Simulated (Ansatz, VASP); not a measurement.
## WSe2 in VASP and in Ansatz

```
CELL_PARAMETERS angstrom
3.27115 0.00000 0.00000
-1.63558 2.83290 0.00000
0.00000 0.00000 31.56851
ATOMIC_POSITIONS crystal
Se 0.66667 0.33333 0.23758
Se 0.66667 0.33333 0.34363
Se 0.33333 0.66667 0.44698
Se 0.33333 0.66667 0.55302
Se 0.66667 0.33333 0.65637
Se 0.66667 0.33333 0.76242
W 0.33333 0.66667 0.29060
W 0.66667 0.33333 0.50000
W 0.33333 0.66667 0.70940
```

Alike in both runs: task relaxation of the atoms; functional PBEsol; k mesh 9 × 9 × 1; occupations gaussian, width 0.05 eV; no spin polarisation.

|  | VASP | Ansatz |
| --- | --- | --- |
| version | VASP 6.6.1 | Ansatz 0.2.0 |
| potentials or method | VASP PAW PBE potentials, release 64 (Se, W_sv), cutoff 450 eV | scalar-relativistic, plane waves, PAW |
| valence electrons in the cell | 78 | 138 |

VASP gave:

* gap on the k mesh at the Fermi level, each at its own relaxed structure (eV): 1.33

Problem. What did Ansatz give for the same quantities?

Solution. gap on the k mesh at the Fermi level, each at its own relaxed structure (eV): 1.34.

VASP's potentials were made for PBE, not for PBEsol. VASP's potentials hold 78 valence electrons a cell and Ansatz's 138, so a difference there can come from the potentials and not from the codes. Ansatz's warnings: xc potential rough in thin density.

Neither program's run includes spin-orbit coupling.
